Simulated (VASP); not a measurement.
## BN: single point with PBE

BN:

```
B N
1.0
     2.51218    0.00000    0.00000
    -1.25609    2.17561    0.00000
     0.00000    0.00000    8.34369
B N
2 2
Cartesian
  0.2828 1.7332 2.0859
  1.2561 0.7252 6.2578
  0.0000 1.4504 6.2578
  1.2561 0.7252 2.0859
```

This cell differs from its parent crystal: atom 1 (B) moved +0.400 Å along Cartesian [1 1 0].

- Program: VASP 6.6.1
- Task: single point
- Functional: PBE
- Potentials or basis: VASP PAW PBE potentials, release 64 (B, N)
- Cutoff: 520 eV
- k mesh: 12 × 12 × 4
- Occupations: gaussian, width 0.05 eV
- Spin: no spin polarisation
- Dipole correction: no
- Further INCAR settings: ALGO = Normal; EDIFF = 1e-06; NBANDS = 16

```json
{
  "Pressure": "17.1 GPa",
  "Largest force": "12.174 eV/Å",
  "Band gap on the k mesh": "1.78 eV (least direct gap 2.49 eV)"
}
```

Forces in eV/Å, atoms in the order of the input:
```
B    -0.552 -12.161   0.000
B     0.000   0.000   0.000
N     0.001   0.001   0.000
N     0.551  12.161   0.000
```

Stress tensor (GPa, compression positive):
```
10.38 -8.19  0.00
-8.19 41.08  0.00
 0.00  0.00 -0.11
```

Levels at points of the mesh, in eV from the valence-band top:
```csv
k point,band 5,band 6,band 7,band 8,band 9,band 10,band 11,band 12
"(0.00, 0.00, 0.00)",-6.87,-3.27,-3.27,0.00,2.49,5.84,6.63,8.58
"(0.50, 0.00, 0.00)",-8.38,-6.04,-4.19,-2.81,2.85,6.29,7.25,7.85
"(0.00, 0.50, 0.00)",-6.04,-3.88,-2.83,-2.38,1.78,2.90,6.06,7.72
"(0.50, 0.50, 0.00)",-6.04,-3.57,-2.92,-2.69,2.41,3.00,4.14,7.71
"(0.00, 0.00, 0.50)",-7.12,-3.27,-3.27,0.00,3.74,3.75,6.93,9.59
"(0.50, 0.00, 0.50)",-8.38,-6.04,-4.18,-2.82,2.85,6.17,7.43,7.80
"(0.00, 0.50, 0.50)",-6.04,-3.88,-2.82,-2.39,1.78,2.85,6.08,7.78
"(0.50, 0.50, 0.50)",-6.04,-3.57,-2.82,-2.79,2.51,2.85,4.15,7.77
```

Wall time 91 s on 1 thread of AMD EPYC 9R14 (Zen 4) (shared host), peak memory 0.23 GiB.

Caveat: the cell differs from its parent crystal (atom 1 (B) moved +0.400 Å along Cartesian [1 1 0]); the cell stands under pressure; this functional lacks dispersion, which binds the layers, so the pressure and a relaxed spacing across them are unreliable; forces of over 1 eV/Å act on the atoms, so gaps and moduli don't describe the material at rest. A k mesh can miss the band edges.
